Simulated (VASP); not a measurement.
# Mo (P6/mmm) in VASP: notebook

The runs below take Mo through single point, with PBE.

Program: VASP 6.6.1. These are calculated values, not measurements. Logs are shortened: lines on timing, memory, paths and dates and some standing lists are left out, and cuts for length are marked.

**1. The cell of the first run**

The structure is hexagonal, space group P6/mmm (No. 191). Conventional cell: a = 2.777 Å, b = 2.777 Å, c = 2.479 Å, α = 90.00°, β = 90.00°, γ = 120.00°. Within 3.3 Å of Mo (site symmetry 6/mmm) lie 8 Mo at 2.48 to 2.78 Å.

**2. Single point, PBE (strain +0.015 along x and y, -0.030 along z)**

Input file INCAR:

```
ALGO = Normal
EDIFF = 1E-7
ENCUT = 520
GGA = PE
ISIF = 2
ISMEAR = 0
LASPH = T
LCHARG = F
LREAL = F
LWAVE = F
NBANDS = 13
NELM = 60
PREC = Accurate
SIGMA = 0.15
```

Input file KPOINTS:

```
k-points
0
Gamma
  21 21 18
```

Input file POSCAR:

```
Mo
1.0
    2.7765430532      0.0000000000      0.0000000000
   -1.3882715266      2.4045568187      0.0000000000
    0.0000000000      0.0000000000      2.4785252790
Mo
1
Direct
    0.0000000000      0.0000000000      0.5000000000
```

Potentials or basis: VASP PAW PBE potentials, release 64 (Mo_sv).

Launch:

```sh
cat potpaw_PBE.64/Mo_sv/POTCAR > POTCAR
mpirun -np 1 vasp_std > vasp.out
```

OUTCAR:

```text
EDIFF = 1E-7
   ENCUT = 520
   GGA = PE
   ISIF = 2
   ISMEAR = 0
   LASPH = T
   LREAL = F
   NELM = 60
   PREC = Accurate

 ion  position               nearest neighbor table
   1  0.000  0.000  0.500-

  LATTYP: Found a hexagonal cell.
 ALAT       =     2.7765430532
 C/A-ratio  =     0.8926658912

  Lattice vectors:

 A1 = (   2.7765430532,   0.0000000000,   0.0000000000)
 A2 = (  -1.3882715266,   2.4045568187,   0.0000000000)
 A3 = (   0.0000000000,   0.0000000000,   2.4785252790)

Analysis of symmetry for initial positions (statically):
=====================================================================
 Subroutine PRICEL returns:
 Original cell was already a primitive cell.

 Routine SETGRP: Setting up the symmetry group for a
 hexagonal supercell.

 Subroutine GETGRP returns: Found 24 space group operations
 (whereof 24 operations were pure point group operations)
 out of a pool of 24 trial point group operations.

The static configuration has the point symmetry D_6h.

Analysis of symmetry for dynamics (positions and initial velocities):
=====================================================================
 Subroutine PRICEL returns:
 Original cell was already a primitive cell.

 Routine SETGRP: Setting up the symmetry group for a
 hexagonal supercell.

 Subroutine GETGRP returns: Found 24 space group operations
 (whereof 24 operations were pure point group operations)
 out of a pool of 24 trial point group operations.

The dynamic configuration has the point symmetry D_6h.

 Subroutine INISYM returns: Found 24 space group operations
 (whereof 24 operations are pure point group operations),
 and found     1 'primitive' translations

----------------------------------------------------------------------------------------

                                     Primitive cell

  volume of cell :      16.5475

  direct lattice vectors                    reciprocal lattice vectors
     2.776543053  0.000000000  0.000000000     0.360160091  0.207938526  0.000000000
    -1.388271527  2.404556819  0.000000000     0.000000000  0.415877052  0.000000000
     0.000000000  0.000000000  2.478525279     0.000000000  0.000000000  0.403465726

  length of vectors
     2.776543053  2.776543053  2.478525279     0.415877052  0.415877052  0.403465726

  position of ions in fractional coordinates (direct lattice)
     0.000000000  0.000000000  0.500000000

  ion indices of the primitive-cell ions
   primitive index   ion index
                 1           1

----------------------------------------------------------------------------------------

 KPOINTS: k-points

Automatic generation of k-mesh.
 Grid dimensions read from file:
 generate k-points for:   21   21   18

 Generating k-lattice:

  Cartesian coordinates                     Fractional coordinates (reciprocal lattice)
     0.017150481  0.009901835  0.000000000     0.047619048 -0.000000000  0.000000000
     0.000000000  0.019803669  0.000000000     0.000000000  0.047619048  0.000000000
     0.000000000  0.000000000  0.022414763     0.000000000  0.000000000  0.055555556

  Length of vectors
     0.019803669  0.019803669  0.022414763

  Shift w.r.t. Gamma in fractional coordinates (k-lattice)
     0.000000000  0.000000000  0.000000000

 Subroutine IBZKPT returns following result:
 ===========================================

 Found    480 irreducible k-points:

 Following reciprocal coordinates:
            Coordinates               Weight
  0.000000  0.000000  0.000000      1.000000
  0.047619  0.000000  0.000000      6.000000
  0.095238  0.000000  0.000000      6.000000
  0.142857  0.000000  0.000000      6.000000
  0.190476  0.000000  0.000000      6.000000
  0.238095  0.000000  0.000000      6.000000
[... 16 lines left out ...]
  0.142857  0.095238  0.000000     12.000000
  0.190476  0.095238  0.000000     12.000000
 [... further k-points ...]
   k-points           NKPTS =    480   k-points in BZ     NKDIM =    480   number of bands    NBANDS=     13
   number of dos      NEDOS =    301   number of ions     NIONS =      1
   total plane-waves  NPLWV =  10368
   dimension x,y,z NGX =    24 NGY =   24 NGZ =   18
   dimension x,y,z NGXF=    48 NGYF=   48 NGZF=   36
   ions per type =               1
   NGX,Y,Z   is equivalent  to a cutoff of  14.37, 14.37, 12.07 a.u.
   NGXF,Y,Z  is equivalent  to a cutoff of  28.74, 28.74, 24.15 a.u.
 SYSTEM =  unknown system
   PREC   = accura    normal or accurate (medium, high low for compatibility)
   ISTART =      0    job   : 0-new  1-cont  2-samecut
   ICHARG =      2    charge: 1-file 2-atom 10-const
   ISPIN  =      1    spin polarized calculation?
   LNONCOLLINEAR =      F non collinear calculations
   LSORBIT =      F    spin-orbit coupling
   LASPH  =      T    aspherical Exc in radial PAW
   ENCUT  =  520.0 eV  38.22 Ry    6.18 a.u.   5.16  5.16  4.61*2*pi/ulx,y,z
   NELM   =     60;   NELMIN=  2; NELMDL= -5     # of ELM steps
   EDIFF  = 0.1E-06   stopping-criterion for ELM
   LREAL  =      F    real-space projection
   EDIFFG = 0.1E-05   stopping-criterion for IOM
   NSW    =      0    number of steps for IOM
   IBRION =     -1    ionic relax: 0-MD 1-quasi-New 2-CG
   NFREE  =      0    steps in history (QN), initial steepest desc. (CG)
   ISIF   =      2    stress and relaxation
   ISYM   =      2    0-nonsym 1-usesym 2-fastsym
   POTIM  = 0.5000    time-step for ionic-motion
   TEBEG  =    0.0;   TEEND  =   0.0 temperature during run
   PSTRESS=    0.0 pullay stress
   NELECT =      14.0000    total number of electrons
   NUPDOWN=      -1.0000    fix difference up-down
   EMIN   =  10.00;   EMAX   =-10.00  energy-range for DOS
   EFERMI =   0.00;   METHOD = LEGACY
   ISMEAR =     0;   SIGMA  =   0.15  broadening in eV -4-tet -1-fermi 0-gaus
   EFERMI_NEDOS =   21; number of points for ismear=-14 and -15
   IALGO  =     38    algorithm
   IMIX   =      4    mixing-type and parameters
     AMIX     =   0.40;   BMIX     =  1.00
     AMIX_MAG =   1.60;   BMIX_MAG =  1.00
  volume/ion in A,a.u.               =      16.55       111.67
  Fermi-wavevector in a.u.,A,eV,Ry     =   1.548365  2.925985 32.619056  2.397433
  Thomas-Fermi vector in A             =   2.653325
   LORBIT       =      0    0 simple, 1 ext, 2 COOP (PROOUT), +10 PAW based schemes
   GGA     = PE    functional components
   LHFCALC =     F    Hartree Fock is set to
   AEXX    =    0.0000 exact exchange contribution
   IVDW    =     0    specifies the selected vdW correction
   LEPSILON=     F    determine dielectric tensor
   LRPA    =     F    only Hartree local field effects (RPA)
 non-spin polarized calculation
 Gauss-broadening in eV      SIGMA  =   0.15
  energy-cutoff  :      520.00
  volume of cell :       16.55
 maximum number of plane-waves:       457
 NGX is ok and might be reduce to    24
   NGX = 11   NGY = 11   NGZ =  9

 number of electron      13.9999996 magnetization

 Free energy of the ion-electron system (eV)
  ---------------------------------------------------
  ext. energy  EPLUGINS =         0.00000000
  ---------------------------------------------------
  free energy    TOTEN  =       -10.05877325 eV

  energy without entropy =      -10.04836435  energy(sigma->0) =      -10.05356880

 E-fermi :  11.4825     XC(G=0): -12.9757

 val. band max:       11.4752540468   @ k =   0.2381   0.1905   0.3333
 cond. band min:      11.4830412513   @ k =   0.1429   0.0000   0.1667
 fundamental gap:      0.0077872045
 Fermi energy:        11.4825068805

 k-point     1 :       0.0000    0.0000    0.0000
  band No.  band energies     occupation
      1     -49.4824      2.00000
      2     -22.8475      2.00000
      3     -22.8475      2.00000
      4     -22.4571      2.00000
      5       4.8012      2.00000
      6       7.1534      2.00000
      7      10.5816      2.00000
      8      10.5816      2.00000
      9      15.8745      0.00000
     10      15.8745      0.00000
     11      24.2313      0.00000
     12      28.5812      0.00000
     13      31.6073      0.00000

 k-point     2 :       0.0476    0.0000    0.0000
  band No.  band energies     occupation
      1     -49.4782      2.00000
      2     -22.8762      2.00000
      3     -22.8539      2.00000
      4     -22.4543      2.00000
      5       4.8887      2.00000
      6       7.1853      2.00000
      7      10.4948      2.00000
      8      10.6596      2.00000
      9      15.7935      0.00000
     10      15.8608      0.00000
     11      24.4293      0.00000
     12      28.7452      0.00000
     13      31.1657      0.00000

 k-point     3 :       0.0952    0.0000    0.0000
  band No.  band energies     occupation
      1     -49.4660      2.00000
      2     -22.9595      2.00000
      3     -22.8726      2.00000
      4     -22.4461      2.00000
      5       5.1418      2.00000
      6       7.2793      2.00000
      7      10.2614      2.00000
      8      10.8913      2.00000
      9      15.5663      0.00000
     10      15.8211      0.00000
     11      24.9827      0.00000
     12      29.2172      0.00000
     13      30.1597      0.00000
[... 305 lines left out ...]
 k-point    23 :       0.1429    0.0952    0.0000
  band No.  band energies     occupation
      1     -49.4128      2.00000
      2     -23.2984      2.00000
      3     -22.9701      2.00000
      4     -22.4106      2.00000
      5       6.2116      2.00000
      6       7.7234      2.00000
      7       9.4376      2.00000
      8      12.1013      0.00000
      9      14.7312      0.00000
     10      15.6077      0.00000
     11      26.4435      0.00000
     12      27.3873      0.00000
     13      29.8817      0.00000

 k-point    24 :       0.1905    0.0952    0.0000
  band No.  band energies     occupation
      1     -49.3863      2.00000
      2     -23.4590      2.00000
      3     -23.0198      2.00000
      4     -22.3930      2.00000
      5       6.6758      2.00000
      6       7.9041      2.00000
      7       9.2890      2.00000
      8      12.7849      0.00000
      9      14.3747      0.00000
     10      15.4997      0.00000
     11      25.6536      0.00000
     12      26.9367      0.00000
     13      30.2339      0.00000

 [... further k-points ...]
[... 5 lines left out ...]
  --------------------------------------------------------------------------------------
  -------------------------------------------------------------------------------------
  Total        0.2220860      0.2220860      0.8630846      0.0000000     -0.0000000      0.0000000
  in kB       21.5029916     21.5029916     83.5662893      0.0000000     -0.0000000      0.0000000
  external PRESSURE =      42.1907575 kB  Pullay stress =       0.0000000 kB

 VOLUME and BASIS-vectors are now :
 -----------------------------------------------------------------------------
  energy-cutoff  :      520.00
  volume of cell :       16.55
      direct lattice vectors                 reciprocal lattice vectors
     2.776543053  0.000000000  0.000000000     0.360160091  0.207938526  0.000000000
    -1.388271527  2.404556819  0.000000000     0.000000000  0.415877052  0.000000000
     0.000000000  0.000000000  2.478525279     0.000000000  0.000000000  0.403465726

 POSITION                                       TOTAL-FORCE (eV/Angst)
 -----------------------------------------------------------------------------------
      0.00000      0.00000      1.23926        -0.000000      0.000000      0.000000
 -----------------------------------------------------------------------------------
    total drift:                                0.000000      0.000000      0.000000

  FREE ENERGIE OF THE ION-ELECTRON SYSTEM (eV)
  ---------------------------------------------------
  free  energy   TOTEN  =       -10.0587732526 eV

  energy  without entropy=      -10.0483643481  energy(sigma->0) =      -10.05356880
```

It took 56 s on 1 thread of AMD EPYC 7R13 (Zen 3), shared host; peak memory 0.17 GiB.

What came out:

```
Free energy            : -10.0588 eV
Pressure               : 4.2 GPa
Band gap on the k mesh : zero (band 7 reaches 12.36 eV, above the bottom of band 8 at 10.58 eV)
```

Caveat: the cell differs from its parent crystal (strain +0.015 along x and y, -0.030 along z).

**3. Single point, PBE (strain +0.000 along x and y, +0.015 along z)**

Input file INCAR:

```
PREC = Accurate
ENCUT = 520
EDIFF = 1E-6
ISMEAR = 0
SIGMA = 0.15
LREAL = F
LASPH = T
NELM = 60
ALGO = Normal
ISIF = 2
LWAVE = F
LCHARG = F
GGA = PE
NBANDS = 13
```

Input file KPOINTS:

```
Automatic mesh
0
Gamma
  21 21 18
```

Input file POSCAR:

```
Mo
1.0
    2.7355103972      0.0000000000      0.0000000000
   -1.3677551986      2.3690214963      0.0000000000
    0.0000000000      0.0000000000      2.5935084105
Mo
1
Direct
    0.0000000000      0.0000000000      0.5000000000
```

Potentials or basis: VASP PAW PBE potentials, release 64 (Mo_sv).

Launch:

```sh
cat potpaw_PBE.64/Mo_sv/POTCAR > POTCAR
mpirun -np 1 vasp_std > vasp.out
```

OUTCAR:

```text
PREC = Accurate
   ENCUT = 520
   EDIFF = 1E-6
   ISMEAR = 0
   LREAL = F
   LASPH = T
   NELM = 60
   ISIF = 2
   GGA = PE

 ion  position               nearest neighbor table
   1  0.000  0.000  0.500-

  LATTYP: Found a hexagonal cell.
 ALAT       =     2.7355103972
 C/A-ratio  =     0.9480893998

  Lattice vectors:

 A1 = (   2.7355103972,   0.0000000000,   0.0000000000)
 A2 = (  -1.3677551986,   2.3690214963,   0.0000000000)
 A3 = (   0.0000000000,   0.0000000000,   2.5935084105)

Analysis of symmetry for initial positions (statically):
=====================================================================
 Subroutine PRICEL returns:
 Original cell was already a primitive cell.

 Routine SETGRP: Setting up the symmetry group for a
 hexagonal supercell.

 Subroutine GETGRP returns: Found 24 space group operations
 (whereof 24 operations were pure point group operations)
 out of a pool of 24 trial point group operations.

The static configuration has the point symmetry D_6h.

Analysis of symmetry for dynamics (positions and initial velocities):
=====================================================================
 Subroutine PRICEL returns:
 Original cell was already a primitive cell.

 Routine SETGRP: Setting up the symmetry group for a
 hexagonal supercell.

 Subroutine GETGRP returns: Found 24 space group operations
 (whereof 24 operations were pure point group operations)
 out of a pool of 24 trial point group operations.

The dynamic configuration has the point symmetry D_6h.

 Subroutine INISYM returns: Found 24 space group operations
 (whereof 24 operations are pure point group operations),
 and found     1 'primitive' translations

----------------------------------------------------------------------------------------

                                     Primitive cell

  volume of cell :      16.8072

[... 107 lines left out ...]
  volume/ion in A,a.u.               =      16.81       113.42
  Fermi-wavevector in a.u.,A,eV,Ry     =   1.540349  2.910838 32.282209  2.372675
  Thomas-Fermi vector in A             =   2.646449
   LORBIT       =      0    0 simple, 1 ext, 2 COOP (PROOUT), +10 PAW based schemes
   GGA     = PE    functional components
   LHFCALC =     F    Hartree Fock is set to
   AEXX    =    0.0000 exact exchange contribution
   IVDW    =     0    specifies the selected vdW correction
   LEPSILON=     F    determine dielectric tensor
   LRPA    =     F    only Hartree local field effects (RPA)
 non-spin polarized calculation
 Gauss-broadening in eV      SIGMA  =   0.15
  energy-cutoff  :      520.00
  volume of cell :       16.81
 maximum number of plane-waves:       466
   NGX = 11   NGY = 11   NGZ =  9

 number of electron      14.0000000 magnetization

 Free energy of the ion-electron system (eV)
  ---------------------------------------------------
  ext. energy  EPLUGINS =         0.00000000
  ---------------------------------------------------
  free energy    TOTEN  =       -10.04977681 eV

  energy without entropy =      -10.03931341  energy(sigma->0) =      -10.04454511

 E-fermi :  11.3781     XC(G=0): -12.8911

 val. band max:       11.3771471136   @ k =   0.1905   0.0952   0.5000
 cond. band min:      11.3799753397   @ k =   0.0476   0.0476   0.3889
 fundamental gap:      0.0028282261
 Fermi energy:        11.3780524963

 k-point     1 :       0.0000    0.0000    0.0000
  band No.  band energies     occupation
      1     -49.6817      2.00000
      2     -23.0082      2.00000
      3     -22.9666      2.00000
      4     -22.9666      2.00000
      5       4.6184      2.00000
      6       7.1264      2.00000
      7      10.4900      2.00000
      8      10.4900      2.00000
      9      15.3239      0.00000
     10      15.3239      0.00000
     11      24.4559      0.00000
     12      26.6319      0.00000
     13      31.9739      0.00000
[... 354 lines left out ...]
  band No.  band energies     occupation
      1     -49.5692      2.00000
      2     -23.6552      2.00000
      3     -23.1607      2.00000
      4     -22.9287      2.00000
      5       6.5263      2.00000
      6       7.9890      2.00000
      7       9.2150      2.00000
      8      12.8078      0.00000
      9      13.5129      0.00000
     10      14.8783      0.00000
     11      25.5767      0.00000
     12      26.9923      0.00000
     13      30.4661      0.00000

 [... further k-points ...]
[... 5 lines left out ...]
  --------------------------------------------------------------------------------------
  -------------------------------------------------------------------------------------
  Total        0.4962069      0.4962069     -0.6939012      0.0000000      0.0000000      0.0000000
  in kB       47.3018743     47.3018743    -66.1474590      0.0000000      0.0000000      0.0000000
  external PRESSURE =       9.4854299 kB  Pullay stress =       0.0000000 kB

 VOLUME and BASIS-vectors are now :
 -----------------------------------------------------------------------------
  energy-cutoff  :      520.00
  volume of cell :       16.81
      direct lattice vectors                 reciprocal lattice vectors
     2.735510397  0.000000000  0.000000000     0.365562493  0.211057604  0.000000000
    -1.367755199  2.369021496  0.000000000     0.000000000  0.422115207  0.000000000
     0.000000000  0.000000000  2.593508411     0.000000000  0.000000000  0.385578083

 POSITION                                       TOTAL-FORCE (eV/Angst)
 -----------------------------------------------------------------------------------
      0.00000      0.00000      1.29675         0.000000      0.000000      0.000000
 -----------------------------------------------------------------------------------
    total drift:                               -0.000000      0.000000      0.000000

  FREE ENERGIE OF THE ION-ELECTRON SYSTEM (eV)
  ---------------------------------------------------
  free  energy   TOTEN  =       -10.0497768102 eV

  energy  without entropy=      -10.0393134103  energy(sigma->0) =      -10.04454511
```

stdout:

```text
POSCAR found type information on POSCAR Mo
 POSCAR found :  1 types and       1 ions
 scaLAPACK will be used
 LDA part: xc-table for (Slater+PW92), standard interpolation
 POSCAR, INCAR and KPOINTS ok, starting setup
 FFT: planning ... GRIDC
 FFT: planning ... GRID_SOFT
 FFT: planning ... GRID
 WAVECAR not read
 entering main loop
```

It took 43 s on 1 thread of AMD EPYC 7R13 (Zen 3), shared host; peak memory 0.17 GiB.

Results:

| Item | Value |
| --- | --- |
| Free energy | -10.0498 eV |
| Pressure | 0.9 GPa |
| Band gap on the k mesh | zero (band 7 reaches 12.16 eV, above the bottom of band 8 at 10.49 eV) |

Caveat: the cell differs from its parent crystal (strain +0.000 along x and y, +0.015 along z).

(Continued in part 2 of 2.)
